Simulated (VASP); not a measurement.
# LaHg in VASP: notebook

Runs on LaHg. Level: LDA. Tasks: electric field gradients.

Everything below comes from runs of VASP 6.6.1. Logs are shortened: lines on timing, memory, paths and dates and some standing lists are left out, and cuts for length are marked.

## 1. The cell of the first run

Symmetry: P4/mmm, No. 123, tetragonal system. The conventional cell has a = 3.837 Å, b = 3.837 Å, c = 3.799 Å, α = 90.00°, β = 90.00°, γ = 90.00°. Within 4.4 Å of La (site symmetry 4/mmm) lie 8 Hg at 3.31 Å and 6 La at 3.80 to 3.84 Å. Hg (site symmetry 4/mmm) has 8 La at 3.31 Å and 6 Hg at 3.80 to 3.84 Å within 4.4 Å.

## 2. Electric field gradients, LDA (zz strain of -1 %)

INCAR

```
  ALGO = Normal
  EDIFF = 1E-8
  ENCUT = 520
  GGA = CA
  ISIF = 2
  ISMEAR = -1
  LASPH = T
  LCHARG = F
  LEFG = T
  LREAL = F
  LWAVE = F
  NBANDS = 18
  NELM = 80
  PREC = Accurate
  SIGMA = 0.08
```

KPOINTS

```
k-points
0
Gamma
  11 11 11
```

POSCAR

```
LaHg
1.0
    3.8370000000      0.0000000000      0.0000000000
    0.0000000000      3.8370000000      0.0000000000
    0.0000000000      0.0000000000      3.7986300000
La Hg
1 1
Direct
    0.5000000000      0.5000000000      0.5000000000
    0.0000000000      0.0000000000      0.0000000000
```

Potentials or basis: VASP PAW LDA potentials, release 64 (La, Hg).

Started as:

```bash
> cat potpaw_LDA.64/La/POTCAR potpaw_LDA.64/Hg/POTCAR > POTCAR
> mpirun -np 1 vasp_std > vasp.out
```

OUTCAR:

```text
EDIFF = 1E-8
   ENCUT = 520
   GGA = CA
   ISIF = 2
   ISMEAR = -1
   LASPH = T
   LREAL = F
   NELM = 80
   PREC = Accurate

 ion  position               nearest neighbor table
   1  0.500  0.500  0.500-   2 3.31   2 3.31   2 3.31   2 3.31   2 3.31   2 3.31   2 3.31   2 3.31

   2  0.000  0.000  0.000-   1 3.31   1 3.31   1 3.31   1 3.31   1 3.31   1 3.31   1 3.31   1 3.31

  LATTYP: Found a simple tetragonal cell.
 ALAT       =     3.8370000000
 C/A-ratio  =     0.9900000000

  Lattice vectors:

 A1 = (   3.8370000000,   0.0000000000,   0.0000000000)
 A2 = (   0.0000000000,   3.8370000000,   0.0000000000)
 A3 = (   0.0000000000,   0.0000000000,   3.7986300000)

Analysis of symmetry for initial positions (statically):
=====================================================================
 Subroutine PRICEL returns:
 Original cell was already a primitive cell.

 Routine SETGRP: Setting up the symmetry group for a
 simple tetragonal supercell.

 Subroutine GETGRP returns: Found 16 space group operations
 (whereof 16 operations were pure point group operations)
 out of a pool of 16 trial point group operations.

The static configuration has the point symmetry D_4h.

Analysis of symmetry for dynamics (positions and initial velocities):
=====================================================================
 Subroutine PRICEL returns:
 Original cell was already a primitive cell.

 Routine SETGRP: Setting up the symmetry group for a
 simple tetragonal supercell.

 Subroutine GETGRP returns: Found 16 space group operations
 (whereof 16 operations were pure point group operations)
 out of a pool of 16 trial point group operations.

The dynamic configuration has the point symmetry D_4h.

 Subroutine INISYM returns: Found 16 space group operations
 (whereof 16 operations are pure point group operations),
 and found     1 'primitive' translations

----------------------------------------------------------------------------------------

                                     Primitive cell

  volume of cell :      55.9256

[... 121 lines left out ...]
  volume of cell :       55.93
 maximum number of plane-waves:      1520
 NGX is ok and might be reduce to    30
   NGX = 15   NGY = 15   NGZ = 15

 number of electron      23.0000002 magnetization

 Free energy of the ion-electron system (eV)
  ---------------------------------------------------
  ext. energy  EPLUGINS =         0.00000000
  ---------------------------------------------------
  free energy    TOTEN  =        -7.69478203 eV

  energy without entropy =       -7.63768605  energy(sigma->0) =       -7.66623404

 E-fermi :   6.7111     XC(G=0): -10.7008

 val. band max:        6.7067611236   @ k =   0.0909   0.0000   0.0000
 cond. band min:       6.7111435093   @ k =   0.4545   0.3636   0.3636
 fundamental gap:      0.0043823857
 Fermi energy:         6.7110995418

 k-point     1 :       0.0000    0.0000    0.0000
  band No.  band energies     occupation
      1     -26.1974      2.00000
      2      -9.6675      2.00000
      3      -9.6675      2.00000
      4      -9.6370      2.00000
      5      -0.9878      2.00000
      6      -0.9840      2.00000
[... 481 lines left out ...]
      5      -0.9219      2.00000
      6      -0.8146      2.00000
[... 10 lines left out ...]
     17       8.2528      0.00000
     18       8.2603      0.00000

 [... further k-points ...]

------------------------ aborting loop because EDIFF is reached ----------------------------------------

  FORCE on cell =-STRESS in cart. coord.  units (eV):
  Direction    XX          YY          ZZ          XY          YZ          ZX
  --------------------------------------------------------------------------------------
  -------------------------------------------------------------------------------------
  Total       -0.4227099     -0.4227099     -0.3648543      0.0000000      0.0000000      0.0000000
  in kB      -12.1099510    -12.1099510    -10.4524829      0.0000000      0.0000000      0.0000000
  external PRESSURE =     -11.5574617 kB  Pullay stress =       0.0000000 kB

 VOLUME and BASIS-vectors are now :
 -----------------------------------------------------------------------------
  energy-cutoff  :      520.00
  volume of cell :       55.93
      direct lattice vectors                 reciprocal lattice vectors
     3.837000000  0.000000000  0.000000000     0.260620276  0.000000000  0.000000000
     0.000000000  3.837000000  0.000000000     0.000000000  0.260620276  0.000000000
     0.000000000  0.000000000  3.798630000     0.000000000  0.000000000  0.263252804

 POSITION                                       TOTAL-FORCE (eV/Angst)
 -----------------------------------------------------------------------------------
      1.91850      1.91850      1.89932         0.000000      0.000000      0.000000
      0.00000      0.00000      0.00000         0.000000      0.000000      0.000000
 -----------------------------------------------------------------------------------
    total drift:                                0.000000     -0.000000     -0.000000

  FREE ENERGIE OF THE ION-ELECTRON SYSTEM (eV)
  ---------------------------------------------------
  free  energy   TOTEN  =        -7.6947820346 eV

  energy  without entropy=       -7.6376860502  energy(sigma->0) =       -7.66623404

 Electric field gradients (V/A^2)
---------------------------------------------------------------------
 ion       V_xx      V_yy      V_zz      V_xy      V_xz      V_yz
---------------------------------------------------------------------
   1      -3.081    -3.081     6.163    -0.000    -0.000     0.000
   2      -0.773    -0.773     1.546     0.000    -0.000     0.000
---------------------------------------------------------------------

 Electric field gradients after diagonalization (V/A^2)
 (convention: |V_zz| > |V_xx| > |V_yy|)
----------------------------------------------------------------------
 ion       V_xx      V_yy      V_zz     asymmetry (V_yy - V_xx)/ V_zz
----------------------------------------------------------------------
   1      -3.081    -3.081     6.163       0.000
   2      -0.773    -0.773     1.546       0.000
----------------------------------------------------------------------

           NMR quadrupolar parameters

 Cq : quadrupolar parameter    Cq=e*Q*V_zz/h
 eta: asymmetry parameters     (V_yy - V_xx)/ V_zz
 Q  : nuclear electric quadrupole moment in mb (millibarn)
----------------------------------------------------------------------
 ion       Cq(MHz)       eta       Q (mb)
----------------------------------------------------------------------
   1       0.015       0.000       1.000
   2       0.004       0.000       1.000
----------------------------------------------------------------------
```

OSZICAR:

```text
N       E                     dE             d eps       ncg     rms          rms(c)
DAV:   1     0.196835855208E+03    0.19684E+03   -0.96472E+03  4720   0.185E+03
DAV:   2     0.187055817114E+02   -0.17813E+03   -0.16469E+03  5568   0.268E+02
DAV:   3    -0.642681366016E+01   -0.25132E+02   -0.23773E+02  6216   0.133E+02
DAV:   4    -0.818150155159E+01   -0.17547E+01   -0.16852E+01  8346   0.301E+01
DAV:   5    -0.823746286787E+01   -0.55961E-01   -0.55199E-01  6284   0.431E+00    0.441E+00
DAV:   6    -0.771217118306E+01    0.52529E+00   -0.31233E+00  7494   0.145E+01    0.318E+00
DAV:   7    -0.770576289611E+01    0.64083E-02   -0.14755E-01  7256   0.327E+00    0.170E+00
DAV:   8    -0.769535700455E+01    0.10406E-01   -0.16680E-02  7680   0.113E+00    0.140E-01
DAV:   9    -0.769482854376E+01    0.52846E-03   -0.17056E-03  8056   0.361E-01    0.436E-02
DAV:  10    -0.769478589660E+01    0.42647E-04   -0.26008E-04  8150   0.138E-01    0.232E-02
DAV:  11    -0.769478262243E+01    0.32742E-05   -0.14873E-05  7024   0.326E-02    0.128E-02
DAV:  12    -0.769478200915E+01    0.61328E-06   -0.82399E-06  7816   0.198E-02    0.116E-03
DAV:  13    -0.769478203288E+01   -0.23731E-07   -0.30429E-07  6272   0.390E-03    0.487E-04
DAV:  14    -0.769478203461E+01   -0.17333E-08   -0.27791E-08  6576   0.129E-03
   1 F= -.76947820E+01 E0= -.76662340E+01  d E =-.570960E-01
```

It took 6.1 min on 1 thread of AMD EPYC 7R13 (Zen 3), shared host; peak memory 0.25 GiB.

What came out:

```yaml
Free_energy: -7.6948 eV
Pressure: -1.2 GPa
Band_gap_on_the_k_mesh: zero (an odd number of electrons rules out a gap without spin polarisation)
Largest_electric_field_gradient_by_atom: La +6.2; Hg +1.5 V/Å²
```

Electric field gradients, principal values (V/Å²):
| atom | least | middle | greatest (by size) |
| --- | --- | --- | --- |
| 1 La | -3.081 | -3.081 | 6.163 |
| 2 Hg | -0.773 | -0.773 | 1.546 |

Caveat: the cell differs from its parent crystal (zz strain of -1 %); without QUAD_EFG the Cq values of the log hold for a quadrupole moment of 1 mb, not for the nuclei; spin-orbit coupling is left out, which moves the levels of the heavy elements.

## 3. Electric field gradients, LDA (zz strain of -1 %)

INCAR

```
  PREC = Accurate
  ENCUT = 520
  EDIFF = 1E-8
  ISMEAR = -1
  SIGMA = 0.08
  LREAL = False
  LASPH = True
  NELM = 100
  ALGO = Normal
  ISIF = 2
  LWAVE = False
  LCHARG = False
  LEFG = True
  NBANDS = 18
```

KPOINTS

```
Automatic mesh
0
Gamma
  11 11 11
```

POSCAR is that of step 2.

Potentials or basis: VASP PAW LDA potentials, release 64 (La, Hg).

Started as:

```bash
> cat potpaw_LDA.64/La/POTCAR potpaw_LDA.64/Hg/POTCAR > POTCAR
> mpirun -np 1 vasp_std > vasp.out
```

OUTCAR:

```text
PREC = Accurate
   ENCUT = 520
   EDIFF = 1E-8
   ISMEAR = -1
   LREAL = False
   LASPH = True
   NELM = 100
   ISIF = 2

 ion  position               nearest neighbor table
   1  0.500  0.500  0.500-   2 3.31   2 3.31   2 3.31   2 3.31   2 3.31   2 3.31   2 3.31   2 3.31

   2  0.000  0.000  0.000-   1 3.31   1 3.31   1 3.31   1 3.31   1 3.31   1 3.31   1 3.31   1 3.31

  LATTYP: Found a simple tetragonal cell.
 ALAT       =     3.8370000000
 C/A-ratio  =     0.9900000000

  Lattice vectors:

 A1 = (   3.8370000000,   0.0000000000,   0.0000000000)
 A2 = (   0.0000000000,   3.8370000000,   0.0000000000)
 A3 = (   0.0000000000,   0.0000000000,   3.7986300000)

Analysis of symmetry for initial positions (statically):
=====================================================================
 Subroutine PRICEL returns:
 Original cell was already a primitive cell.

 Routine SETGRP: Setting up the symmetry group for a
 simple tetragonal supercell.

[... 694 lines left out ...]
     3.837000000  0.000000000  0.000000000     0.260620276  0.000000000  0.000000000
     0.000000000  3.837000000  0.000000000     0.000000000  0.260620276  0.000000000
     0.000000000  0.000000000  3.798630000     0.000000000  0.000000000  0.263252804

 POSITION                                       TOTAL-FORCE (eV/Angst)
 -----------------------------------------------------------------------------------
      1.91850      1.91850      1.89932         0.000000      0.000000      0.000000
      0.00000      0.00000      0.00000         0.000000      0.000000      0.000000
 -----------------------------------------------------------------------------------
    total drift:                                0.000000     -0.000000     -0.000000

  FREE ENERGIE OF THE ION-ELECTRON SYSTEM (eV)
  ---------------------------------------------------
  free  energy   TOTEN  =        -7.6947820346 eV

  energy  without entropy=       -7.6376860502  energy(sigma->0) =       -7.66623404

 Electric field gradients (V/A^2)
---------------------------------------------------------------------
 ion       V_xx      V_yy      V_zz      V_xy      V_xz      V_yz
---------------------------------------------------------------------
   1      -3.081    -3.081     6.163    -0.000    -0.000     0.000
   2      -0.773    -0.773     1.546     0.000    -0.000     0.000
---------------------------------------------------------------------

 Electric field gradients after diagonalization (V/A^2)
 (convention: |V_zz| > |V_xx| > |V_yy|)
----------------------------------------------------------------------
 ion       V_xx      V_yy      V_zz     asymmetry (V_yy - V_xx)/ V_zz
----------------------------------------------------------------------
   1      -3.081    -3.081     6.163       0.000
   2      -0.773    -0.773     1.546       0.000
----------------------------------------------------------------------

           NMR quadrupolar parameters

 Cq : quadrupolar parameter    Cq=e*Q*V_zz/h
 eta: asymmetry parameters     (V_yy - V_xx)/ V_zz
 Q  : nuclear electric quadrupole moment in mb (millibarn)
----------------------------------------------------------------------
 ion       Cq(MHz)       eta       Q (mb)
----------------------------------------------------------------------
   1       0.015       0.000       1.000
   2       0.004       0.000       1.000
----------------------------------------------------------------------
```

OSZICAR:

```text
N       E                     dE             d eps       ncg     rms          rms(c)
DAV:   1     0.196835855208E+03    0.19684E+03   -0.96472E+03  4720   0.185E+03
DAV:   2     0.187055817114E+02   -0.17813E+03   -0.16469E+03  5568   0.268E+02
DAV:   3    -0.642681366016E+01   -0.25132E+02   -0.23773E+02  6216   0.133E+02
DAV:   4    -0.818150155159E+01   -0.17547E+01   -0.16852E+01  8346   0.301E+01
DAV:   5    -0.823746286787E+01   -0.55961E-01   -0.55199E-01  6284   0.431E+00    0.441E+00
DAV:   6    -0.771217118306E+01    0.52529E+00   -0.31233E+00  7494   0.145E+01    0.318E+00
DAV:   7    -0.770576289611E+01    0.64083E-02   -0.14755E-01  7256   0.327E+00    0.170E+00
DAV:   8    -0.769535700455E+01    0.10406E-01   -0.16680E-02  7680   0.113E+00    0.140E-01
DAV:   9    -0.769482854376E+01    0.52846E-03   -0.17056E-03  8056   0.361E-01    0.436E-02
DAV:  10    -0.769478589660E+01    0.42647E-04   -0.26008E-04  8150   0.138E-01    0.232E-02
DAV:  11    -0.769478262243E+01    0.32742E-05   -0.14873E-05  7024   0.326E-02    0.128E-02
DAV:  12    -0.769478200915E+01    0.61328E-06   -0.82399E-06  7816   0.198E-02    0.116E-03
DAV:  13    -0.769478203288E+01   -0.23731E-07   -0.30429E-07  6272   0.390E-03    0.487E-04
DAV:  14    -0.769478203461E+01   -0.17333E-08   -0.27791E-08  6576   0.129E-03
   1 F= -.76947820E+01 E0= -.76662340E+01  d E =-.570960E-01
```

It took 2.4 min on 1 thread of AMD EPYC 7R13 (Zen 3), shared host; peak memory 0.25 GiB.

Results:

| Item | Value |
| --- | --- |
| Free energy | -7.6948 eV |
| Pressure | -1.2 GPa |
| Band gap on the k mesh | zero (an odd number of electrons rules out a gap without spin polarisation) |
| Largest electric field gradient by atom | La +6.2; Hg +1.5 V/Å² |

Electric field gradients, principal values (V/Å²):
```csv
atom,least,middle,greatest (by size)
1 La,-3.081,-3.081,6.163
2 Hg,-0.773,-0.773,1.546
```

Caveat: the cell differs from its parent crystal (zz strain of -1 %); without QUAD_EFG the Cq values of the log hold for a quadrupole moment of 1 mb, not for the nuclei; spin-orbit coupling is left out, which moves the levels of the heavy elements.

[end of part 1 of 3]
